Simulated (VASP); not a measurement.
A run of VASP 6.6.1:

The input INCAR:

```
PREC = Accurate
ENCUT = 520
EDIFF = 1E-6
ISMEAR = 0
SIGMA = 0.02
LREAL = F
LASPH = T
NELM = 100
ALGO = Normal
ISIF = 2
LWAVE = F
LCHARG = T
GGA = PS
LELF = T
LVHAR = T
NBANDS = 15
```

Contents of KPOINTS:

```
regular mesh
0
Gamma
  6 6 6
```

Contents of POSCAR:

```
RbBr
1.0
    0.0000000000      3.4252093723      3.4252093723
    3.4252093723      0.0000000000      3.4252093723
    3.4252093723      3.4252093723      0.0000000000
Rb Br
1 1
Direct
    0.0000000000      0.0000000000      0.0000000000
    0.5000000000      0.5000000000      0.5000000000
```

Potentials or basis: VASP PAW PBE potentials, release 64 (Rb_sv, Br).

Command:

```bash
$ cat potpaw_PBE.64/Rb_sv/POTCAR potpaw_PBE.64/Br/POTCAR > POTCAR
$ mpirun -np 1 vasp_std > vasp.out
```

Hardware: 1 thread of AMD EPYC 7R43 64-Core Processor (Zen 3), with other jobs on the host.

**Question.** Estimate the wall time of this run.

**Answer.** It took 32 s on 1 thread of AMD EPYC 7R43 64-Core Processor (Zen 3) (shared host), peak memory 0.17 GiB. Counts: scf iterations 13, k points 16.
